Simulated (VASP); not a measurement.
A run of VASP 6.6.1 is set up as follows.

The input INCAR:

```
SYSTEM = Ge
PREC = Accurate
ENCUT = 520
EDIFF = 1E-6
ISMEAR = 0
SIGMA = 0.03
LREAL = .False.
LASPH = .True.
NELM = 100
ALGO = Normal
ISIF = 2
LWAVE = .False.
LCHARG = .False.
NBANDS = 21
```

File KPOINTS:

```
Automatic mesh
0
Gamma
  10 10 10
  0 0 0
```

POSCAR

```
Ge
1.0
    0.0000000000      2.8290000000      2.8290000000
    2.8290000000      0.0000000000      2.8290000000
    2.8290000000      2.8290000000      0.0000000000
Ge
2
Direct
    0.0000000000      0.0000000000      0.0000000000
    0.2500000000      0.2500000000      0.2500000000
```

Potentials or basis: VASP PAW LDA potentials, release 64 (Ge_d).

Command:

```bash
$ cat potpaw_LDA.64/Ge_d/POTCAR > POTCAR
$ mpirun -np 1 vasp_std > vasp.out
```

(1) Predict the pressure.

(2) Predict the band gap on the k mesh.

## Answers

(1) -1.2 GPa.

(2) zero (filled and empty bands touch).
